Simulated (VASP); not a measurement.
CaSe:

```
CELL_PARAMETERS angstrom
3.50162 0.00000 0.00000
0.00000 3.50162 0.00000
0.00000 0.00000 4.40902
ATOMIC_POSITIONS crystal
Ca 0.50000 0.50000 0.52335
Se 0.50000 0.50000 0.98731
```

The cell was generated, and may not be a known phase.

| Quantity | Value |
| --- | --- |
| Program | VASP 6.6.1 |
| Task | relaxation of cell and atoms |
| Functional | PBE |
| Potentials or basis | VASP PAW PBE potentials, release 64 (Ca_sv, Se) |
| Cutoff | 600 eV |
| k mesh | 6 × 6 × 4 |
| Occupations | gaussian, width 0.1 eV |
| Spin | no spin polarisation |

At the start: pressure 37.6 GPa; volume 27.03 Å³/atom.

Where does the relaxation end?

Over 30 steps the energy falls by 2045.5 meV/atom and the volume is 91.52 Å³/atom (+238.6 %); space group P4mm (No. 99, to 0.1 Å) before, P4/mmm (No. 123, to 0.1 Å).

The path:
```
step  energy change (eV)  largest force (eV/Å)  pressure (GPa)  volume (Å³)
   1              0.0000                7.9511           37.59        54.06
   2             -2.0604                0.7348           -2.81       109.85
   3             -2.1505                0.6078           -2.63       105.31
   4             -2.2308                0.4578           -2.47       101.41
   5             -2.8122                2.0933            1.30        76.58
   6             -2.7489                4.0425            9.05        65.65
   7             -2.8036                2.6369            2.57        74.34
   8             -2.9207                0.1784           -3.07        81.96
   9             -2.9925                0.7762           -1.50        78.68
  10             -3.1868                0.8473           -1.04        77.06
  11             -3.2460                1.4815            7.06        71.58
  12             -3.3359                0.8722            0.28        75.37
  13             -3.4371                0.2935            2.53        73.53
  14             -3.4963                0.8351            2.11        79.51
  15             -3.4966                0.7754            2.11        79.20
  16             -3.5902                0.4950           -0.04        89.44
  17             -3.6090                0.3529           -1.05        96.75
  18             -3.6557                0.3144           -1.02       100.14
  19             -3.7892                0.1973           -0.88       110.60
  20             -3.9805                0.1124           -0.30       132.75
  21             -3.9957                1.2999            0.97       181.57
  22             -4.0519                0.6100            0.42       157.66
  23             -4.0516                0.6853            0.50       160.66
  24             -4.0787                0.4619            0.12       175.26
  25             -4.0842                0.3180           -0.14       186.38
  26             -4.0843                0.3362           -0.10       184.88
  27             -4.0891                0.1807            0.02       183.55
  28             -4.0900                0.0790            0.10       182.75
  29             -4.0908                0.0349           -0.05       183.13
  30             -4.0909                0.0057           -0.01       183.03
```

Final structure:
```
Ca Se
1.0
     5.89338    0.00000    0.00000
     0.00000    5.89338    0.00000
     0.00000    0.00000    5.26981
Ca Se
1 1
Direct
  0.50000 0.50000 0.50538
  0.50000 0.50000 0.00528
```

Caveat: the volume moved by over 15 % at a fixed basis, so the end points are rough.
